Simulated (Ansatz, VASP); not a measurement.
**Two plane-wave programs on Ta3Cu**

```
Ta Cu
1.0
    -2.00651    2.00651    4.20817
     2.00651   -2.00651    4.20817
     2.00651    2.00651   -4.20817
Ta Cu
3 1
Direct
  0.50000 0.50000 0.00000
  0.25000 0.75000 0.50000
  0.75000 0.25000 0.50000
  0.00000 0.00000 0.00000
```

Alike in both runs: task relaxation of cell and atoms; functional PBEsol; k mesh 9 × 9 × 9; occupations fermi-dirac, width 0.05 eV; no spin polarisation.

```csv
,VASP,Ansatz
version,VASP 6.6.1,Ansatz 0.2.0
potentials or method,"VASP PAW PBE potentials, release 64 (Ta_pv, Cu)",Ansatz PAW
plane-wave cutoff (eV),600,420
valence electrons in the cell,44,58
```

Ansatz gave:

| Quantity | Value |
| --- | --- |
| gap on the k mesh at the Fermi level, each at its own relaxed structure (eV) | none |
| relaxed volume (Å³/atom) | 16.37 |
| relaxed length of the cell vector where the two differ most in proportion (Å) | 5.007 |

Task: Which values does VASP return?

Result: gap on the k mesh at the Fermi level, each at its own relaxed structure (eV): none; relaxed volume (Å³/atom): 16.39; relaxed length of the cell vector where the two differ most in proportion (Å): 5.006.

VASP's potentials were made for PBE, not for PBEsol. A gap of «none» marks a metal or a gap that the smearing closes. VASP's potentials hold 44 valence electrons a cell and Ansatz's 58, so a difference there can come from the potentials and not from the codes.

Neither program's run includes spin-orbit coupling. Noted on Ansatz's run: the plane-wave basis is chosen anew once the cell has moved, so the energies of steps on either side of that aren't comparable.
